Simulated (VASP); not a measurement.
Runs of VASP 6.6.1 on Na. The structure is that of space group Fm-3m (No. 225), or close to it. The cells are those of the table. 

```tsv
task	level	cell	cutoff (eV)	gap on the mesh (eV)	pressure (GPa)
single point	PBE	a = 3.803 Å, angles 119.6, 119.6, 90.7°, 1 atom	520	none	-0.5
relaxation of cell and atoms	PBEsol+D3(BJ)	relaxed from a = 3.753 Å, angles 119.6, 119.6, 90.7°, 1 atom	600	none	0.0
single point	PBE	a = 3.827 Å, angles 119.6, 119.6, 90.7°, 1 atom	520	none	-0.5
single point	PBEsol+D3(BJ)	a = 3.753 Å, angles 119.6, 119.6, 90.7°, 1 atom	520	none	-0.9
single point	PBE	a = 3.753 Å, angles 119.6, 119.6, 90.7°, 1 atom	520	none	-0.1
single point	PBE	a = 3.677 Å, angles 119.6, 119.6, 90.7°, 1 atom	520	none	(a)
```

Alike in all rows: potentials or basis VASP PAW PBE potentials, release 64 (Na_pv); no spin polarisation; k mesh 10 × 10 × 10; smearing fermi-dirac 0.05 eV.

Problem. Estimate the missing entries.

Solution. (a) 0.4.

Caveats: the PAW data sets were made with another functional, which shifts forces and pressure a little (some runs); pairwise dispersion overbinds metals, which lowers pressure and volume (some runs); three body term missing (some runs).

A gap of «none» marks levels without a gap at the run's occupations.
